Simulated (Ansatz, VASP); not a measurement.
## Two plane-wave programs on TaN

INCAR

```
  PREC = Accurate
  ENCUT = 520
  EDIFF = 1E-6
  ISMEAR = 0
  SIGMA = 0.025
  LREAL = F
  LASPH = T
  NELM = 80
  ALGO = Normal
  ISIF = 2
  LWAVE = F
  LCHARG = F
  GGA = PE
  NBANDS = 15
```

File KPOINTS:

```
Automatic mesh
0
Gamma
  10 10 10
```

The input POSCAR:

```
TaN
1.0
    0.0000000000      2.2113230000      2.2113230000
    2.2113230000      0.0000000000      2.2113230000
    2.2113230000      2.2113230000      0.0000000000
Ta N
1 1
Direct
    0.5000000000      0.5000000000      0.5000000000
    0.0000000000      0.0000000000      0.0000000000
```

The input input.yaml:

```yaml
crystal:
  lattice:
    - [0.0, 2.211323, 2.211323]
    - [2.211323, 0.0, 2.211323]
    - [2.211323, 2.211323, 0.0]
  atoms:
    - { symbol: Ta, position: [0.5, 0.5, 0.5] }
    - { symbol: "N", position: [0.0, 0.0, 0.0] }
hamiltonian:
  xc: pbe
  pseudopotentials: { kind: paw }
kpoints:
  mp_grid: { grid: [10, 10, 10] }
scf:
  occupations: { method: gaussian, width: 0.025 }
output:
  forces: true
  stress: true
  eigenvalues: true
  write_density: true
  write_potential: true
  elf: true
  volumetric_format: npy
```

Alike in both runs: task single point; functional PBE; k mesh 10 × 10 × 10; occupations gaussian, width 0.025 eV; no spin polarisation.

```csv
,VASP,Ansatz
version,VASP 6.6.1,Ansatz 0.2.0
potentials or method,"VASP PAW PBE potentials, release 64 (Ta_pv, N)",Ansatz PAW
plane-wave cutoff (eV),520,420
valence electrons in the cell,16,18
```

|  | VASP | Ansatz | Ansatz less VASP |
| --- | --- | --- | --- |
| gap on the k mesh at the Fermi level (eV) | none | none | - |
| pressure (GPa) | -0.6 | -1.4 | -0.78 |

A gap of «none» marks a metal or a gap that the smearing closes. VASP's potentials hold 16 valence electrons a cell and Ansatz's 18, so a difference there can come from the potentials and not from the codes.

Neither program's run includes spin-orbit coupling.
